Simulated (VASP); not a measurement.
# Hg (P6_3/mmc) in VASP: further runs, part 2 of 2

VASP 6.6.1.

### 3 Relaxation of cell and atoms, LDA, target pressure 20 GPa, at which the enthalpy is minimised

This run uses another cell than the first one, of 23.39 Å³/atom.

Input file INCAR:

```
  ALGO = Normal
  EDIFF = 1E-7
  EDIFFG = -0.03
  ENCUT = 550
  GGA_COMPAT = False
  IBRION = 2
  ISIF = 3
  ISMEAR = -1
  LASPH = True
  LCHARG = False
  LREAL = False
  LWAVE = False
  NELM = 120
  NELMIN = 4
  NSW = 50
  PREC = Accurate
  PSTRESS = 200.0
  SIGMA = 0.1
```

Input file KPOINTS:

```
k-points
0
Gamma
  7 7 4
```

Input file POSCAR:

```
Hg
1.0
    3.2100000000      0.0000000000      0.0000000000
   -1.6050000000      2.7799415461      0.0000000000
    0.0000000000      0.0000000000      5.2419300000
Hg
2
Direct
    0.3333333333      0.6666666667      0.2500000000
    0.6666666667      0.3333333333      0.7500000000
```

Potentials or basis: VASP PAW LDA potentials, release 64 (Hg_sv_GW).

Launch:

```
cat potpaw_LDA.64/Hg_sv_GW/POTCAR > POTCAR
mpirun -np 1 vasp_std > vasp.out
```

OUTCAR:

```text
EDIFF = 1E-7
   EDIFFG = -0.03
   ENCUT = 550
   IBRION = 2
   ISIF = 3
   ISMEAR = -1
   LASPH = True
   LREAL = False
   NELM = 120
   NELMIN = 4
   NSW = 50
   PREC = Accurate
   PSTRESS = 200.0

 ion  position               nearest neighbor table
   1  0.333  0.667  0.250-   2 3.21   2 3.21   2 3.21   2 3.21   2 3.21   2 3.21
   2  0.667  0.333  0.750-   1 3.21   1 3.21   1 3.21   1 3.21   1 3.21   1 3.21

  LATTYP: Found a hexagonal cell.
 ALAT       =     3.2100000000
 C/A-ratio  =     1.6330000000

  Lattice vectors:

 A1 = (   3.2100000000,   0.0000000000,   0.0000000000)
 A2 = (  -1.6050000000,   2.7799415461,   0.0000000000)
 A3 = (   0.0000000000,   0.0000000000,   5.2419300000)

Analysis of symmetry for initial positions (statically):
=====================================================================
 Subroutine PRICEL returns:
 Original cell was already a primitive cell.

 Routine SETGRP: Setting up the symmetry group for a
 hexagonal supercell.

 Subroutine GETGRP returns: Found 24 space group operations
 (whereof 12 operations were pure point group operations)
 out of a pool of 24 trial point group operations.

The static configuration has the point symmetry D_3d.
 The point group associated with its full space group is D_6h.

Analysis of symmetry for dynamics (positions and initial velocities):
=====================================================================
 Subroutine PRICEL returns:
 Original cell was already a primitive cell.

 Routine SETGRP: Setting up the symmetry group for a
 hexagonal supercell.

 Subroutine GETGRP returns: Found 24 space group operations
 (whereof 12 operations were pure point group operations)
 out of a pool of 24 trial point group operations.

The dynamic configuration has the point symmetry D_3d.
 The point group associated with its full space group is D_6h.

 Subroutine INISYM returns: Found 24 space group operations
 (whereof 12 operations are pure point group operations),
 and found     1 'primitive' translations

----------------------------------------------------------------------------------------

                                     Primitive cell
[... 92 lines left out ...]
   EDIFFG = -.3E-01   stopping-criterion for IOM
   NSW    =     50    number of steps for IOM
   IBRION =      2    ionic relax: 0-MD 1-quasi-New 2-CG
   NFREE  =      1    steps in history (QN), initial steepest desc. (CG)
   ISIF   =      3    stress and relaxation
   ISYM   =      2    0-nonsym 1-usesym 2-fastsym
   POTIM  = 0.5000    time-step for ionic-motion
   TEBEG  =    0.0;   TEEND  =   0.0 temperature during run
   PSTRESS=  200.0 pullay stress
   NELECT =      40.0000    total number of electrons
   NUPDOWN=      -1.0000    fix difference up-down
   EMIN   =  10.00;   EMAX   =-10.00  energy-range for DOS
   EFERMI =   0.00;   METHOD = LEGACY
   ISMEAR =    -1;   SIGMA  =   0.10  broadening in eV -4-tet -1-fermi 0-gaus
   EFERMI_NEDOS =   21; number of points for ismear=-14 and -15
   IALGO  =     38    algorithm
   IMIX   =      4    mixing-type and parameters
     AMIX     =   0.40;   BMIX     =  1.00
     AMIX_MAG =   1.60;   BMIX_MAG =  1.00
  volume/ion in A,a.u.               =      23.39       157.83
  Fermi-wavevector in a.u.,A,eV,Ry     =   1.553880  2.936408 32.851860  2.414544
  Thomas-Fermi vector in A             =   2.658047
   LORBIT       =      0    0 simple, 1 ext, 2 COOP (PROOUT), +10 PAW based schemes
   GGA     = CA    functional components
   LHFCALC =     F    Hartree Fock is set to
   AEXX    =    0.0000 exact exchange contribution
   IVDW    =     0    specifies the selected vdW correction
   LEPSILON=     F    determine dielectric tensor
   LRPA    =     F    only Hartree local field effects (RPA)
 conjugate gradient relaxation of ions
 non-spin polarized calculation
  energy-cutoff  :      550.00
  volume of cell :       46.78
 maximum number of plane-waves:      1392
 NGX is ok and might be reduce to    28
   NGX = 13   NGY = 13   NGZ = 21

--------------------------------------- Ionic step        1  -------------------------------------------

 number of electron      40.0000005 magnetization

 Free energy of the ion-electron system (eV)
  ---------------------------------------------------
  ext. energy  EPLUGINS =         0.00000000
  ---------------------------------------------------
  free energy    TOTEN  =        -1.88443102 eV

  energy without entropy =       -1.85457515  energy(sigma->0) =       -1.86950308

 E-fermi :   5.5887     XC(G=0): -11.7769

 val. band max:        5.5274176372   @ k =   0.2857   0.2857   0.2500
 cond. band min:       5.6173858780   @ k =   0.4286   0.0000   0.2500
 fundamental gap:      0.0899682408
 Fermi energy:         5.5886859854
[... 1410 lines left out ...]
  energy  without entropy=       -1.5807441055  energy(sigma->0) =       -1.59518351

  enthalpy is  TOTEN    =         2.9878423458 eV   P V=        4.5974652605

[... ionic steps 4 to 11 ...]

--------------------------------------- Ionic step       12  -------------------------------------------

 number of electron      39.9999998 magnetization

------------------------ aborting loop because EDIFF is reached ----------------------------------------
[... 71 lines left out ...]
--------------------------------------- Ionic step       14  -------------------------------------------

 number of electron      39.9999996 magnetization

 Free energy of the ion-electron system (eV)
  ---------------------------------------------------
  ext. energy  EPLUGINS =         0.00000000
  ---------------------------------------------------
  free energy    TOTEN  =        -1.55732107 eV

  energy without entropy =       -1.53654989  energy(sigma->0) =       -1.54693548

 E-fermi :   9.5654     XC(G=0): -13.3321

 val. band max:        9.3666986087   @ k =   0.4286   0.0000   0.0000
 cond. band min:       9.6509799689   @ k =   0.2857   0.2857   0.0000
 fundamental gap:      0.2842813603
 Fermi energy:         9.5654222130
[... 679 lines left out ...]
  energy  without entropy=       -1.5365498873  energy(sigma->0) =       -1.54693548

  enthalpy is  TOTEN    =         2.9716923774 eV   P V=        4.5290134511

 reached required accuracy - stopping structural energy minimisation
```

OSZICAR:

```text
N       E                     dE             d eps       ncg     rms          rms(c)
DAV:   1     0.908415683777E+03    0.90842E+03   -0.27431E+04  1280   0.238E+03
DAV:   2     0.997536237584E+02   -0.80866E+03   -0.78665E+03  1152   0.103E+03
DAV:   3     0.214149073851E+01   -0.97612E+02   -0.95744E+02  1704   0.301E+02
[... 145 lines left out ...]
DAV:   4    -0.155691186666E+01    0.48173E-03   -0.56431E-03  1696   0.107E+00    0.243E-01
DAV:   5    -0.155721067221E+01   -0.29881E-03   -0.14393E-03  1832   0.666E-01    0.141E-01
DAV:   6    -0.155732311128E+01   -0.11244E-03   -0.16543E-04  1480   0.191E-01    0.268E-02
DAV:   7    -0.155732110624E+01    0.20050E-05   -0.12461E-05  1984   0.508E-02    0.381E-03
DAV:   8    -0.155732107364E+01    0.32607E-07   -0.77081E-07  1552   0.124E-02
  14 F= 0.29716924E+01 E0= 0.29820780E+01  d E =-.466212E-03
```

CONTCAR:

```text
Hg
   1.00000000000000
     2.8737409586034923    0.0000000000000000    0.0000000000000000
    -1.4368704793017462    2.4887326739459019   -0.0000000000000000
     0.0000000000000000    0.0000000000000001    5.0729236940302389
  Hg
     2
Direct
     0.3333333332999970    0.6666666667000030    0.2500000000000000
     0.6666666667000030    0.3333333332999970    0.7500000000000000

  0.00000000E+00  0.00000000E+00  0.00000000E+00
  0.00000000E+00  0.00000000E+00  0.00000000E+00
```

It took 2.7 min on 1 thread of AMD EPYC 9R45 (Zen 5), shared host; peak memory 0.16 GiB.

Results:

```
Free energy                                                : -1.5573 eV
Relaxed volume                                             : 18.14 Å³/atom
Relaxed cell                                               : a = 2.874 Å, b = 2.874 Å, c = 5.073 Å, α = 90.00°, β = 90.00°, γ = 120.00°
Space group after relaxing (to 0.1 Å)                      : P6_3/mmc (No. 194)
Energy change on relaxing (the run minimises the enthalpy) : +163.6 meV/atom
Ionic steps                                                : 14
Pressure after relaxing                                    : 20.0 GPa
Band gap on the k mesh                                     : zero (bands 20 and 21 overlap by 2.69 eV)
```

Step by step:
| step | energy change (eV) | largest force (eV/Å) | pressure (GPa) | volume (Å³) |
| --- | --- | --- | --- | --- |
| 1 | 0.0000 | 0.0000 | -2.61 | 46.78 |
| 2 | 3.2603 | 0.0000 | 112.84 | 27.80 |
| 3 | 0.2748 | 0.0000 | 17.47 | 36.83 |
| 4 | 0.3141 | 0.0000 | 18.99 | 36.48 |
| 5 | 0.3418 | 0.0000 | 20.04 | 36.26 |
| 6 | 0.3403 | 0.0000 | 19.94 | 36.24 |
| 7 | 0.3408 | 0.0000 | 19.93 | 36.22 |
| 8 | 0.3443 | 0.0000 | 20.21 | 36.18 |
| 9 | 0.3613 | 0.0000 | 21.41 | 36.04 |
| 10 | 0.3461 | 0.0000 | 20.47 | 36.14 |
| 11 | 0.3507 | 0.0000 | 20.92 | 36.10 |
| 12 | 0.3492 | 0.0000 | 20.79 | 36.11 |
| 13 | 0.2505 | 0.0000 | 17.04 | 36.95 |
| 14 | 0.3271 | 0.0000 | 19.97 | 36.28 |

Final structure:
```yaml
crystal:
  lattice:
    - [2.87374, 0.00000, 0.00000]
    - [-1.43687, 2.48873, 0.00000]
    - [0.00000, 0.00000, 5.07292]
  atoms:
    - { symbol: Hg, position: [0.33333, 0.66667, 0.25000] }
    - { symbol: Hg, position: [0.66667, 0.33333, 0.75000] }
```

Caveat: the cell is relaxed towards a set pressure, so the run minimises the enthalpy, not the energy; the volume moved by over 15 % at a fixed basis, so the end points are rough; spin-orbit coupling is left out, which moves the levels of the heavy elements.

The gap in the log of VASP goes by the Fermi energy; the results here count the filled bands.